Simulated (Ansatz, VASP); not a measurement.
Given: the input of a run of Ansatz 0.2.0 on Re.

input.yaml

```yaml
crystal:
  lattice:
    - [2.7663873939, 0.0, 0.0]
    - [-1.3831936969, 2.3957617598, 0.0]
    - [0.0, 0.0, 8.93884516]
  atoms:
    - { symbol: Re, position: [0.6666666667, 0.3333333333, 0.75] }
    - { symbol: Re, position: [0.0, 0.0, 0.5] }
    - { symbol: Re, position: [0.3333333333, 0.6666666667, 0.25] }
    - { symbol: Re, position: [0.0, 0.0, 0.0] }
hamiltonian:
  xc: pbe0
  pseudopotentials: { kind: paw }
kpoints:
  mp_grid: { grid: [6, 6, 2] }
scf:
  occupations: { method: fermi_dirac, width: 0.05 }
output:
  forces: true
  stress: true
  eigenvalues: true
```

Potentials or basis: Ansatz PAW.

Run with:

```console
$ ansatz run input.yaml --threads 2 --pin off --max-ram 5632MiB --backend cpu --events-out ev --progress --plain --runs-dir out
```

Q: Set up the same calculation for VASP 6.6.1. Potentials there: VASP PAW PBE potentials, release 64 (Re).

A: As run (the cutoff follows the program's own potentials):

File POSCAR:

```
Re
1.0
    2.7663873939      0.0000000000      0.0000000000
   -1.3831936969      2.3957617598      0.0000000000
    0.0000000000      0.0000000000      8.9388451600
Re
4
Direct
    0.6666666667      0.3333333333      0.7500000000
    0.0000000000      0.0000000000      0.5000000000
    0.3333333333      0.6666666667      0.2500000000
    0.0000000000      0.0000000000      0.0000000000
```

File INCAR.step1:

```
  PREC = Accurate
  ENCUT = 520
  EDIFF = 1E-5
  ISMEAR = -1
  SIGMA = 0.05
  LREAL = F
  LASPH = T
  NELM = 60
  ALGO = Normal
  ISIF = 2
  LWAVE = T
  NBANDS = 22
  GGA = PE
  LUSENCCL = F
```

Contents of INCAR.step2:

```
  PREC = Accurate
  ENCUT = 520
  EDIFF = 1E-7
  ISMEAR = -1
  SIGMA = 0.05
  LREAL = F
  LASPH = T
  NELM = 60
  ALGO = Normal
  ISIF = 2
  LWAVE = F
  LCHARG = T
  GGA = PE
  LHFCALC = T
  AEXX = 0.25
  PRECFOCK = Normal
  LELF = T
  LVHAR = T
  NBANDS = 22
  ISTART = 1
  LUSENCCL = F
```

The input KPOINTS:

```
regular mesh
0
Gamma
  6 6 2
```

Potentials or basis: VASP PAW PBE potentials, release 64 (Re).

Launch:

```bash
$ cat potpaw_PBE.64/Re/POTCAR > POTCAR
$ cp INCAR.step1 INCAR
$ mpirun -np 1 vasp_std > vasp.out
$ cp INCAR.step2 INCAR
$ mpirun -np 1 vasp_std > vasp.out
```

Both were run:

|  | VASP | Ansatz | Ansatz less VASP |
| --- | --- | --- | --- |
| gap on the k mesh at the Fermi level (eV) | none | none | - |
| pressure (GPa) | -11.6 | -7.3 | +4.23 |
| traceless stress, the component that is largest in VASP (GPa) | -2.84 | -2.72 | +0.119 |

A gap of «none» marks a metal or a gap that the smearing closes. VASP's potentials hold 28 valence electrons a cell and Ansatz's 60, so a difference there can come from the potentials and not from the codes.

The k mesh is coarse, so the values compare programs but aren't converged. Neither program's run includes spin-orbit coupling.
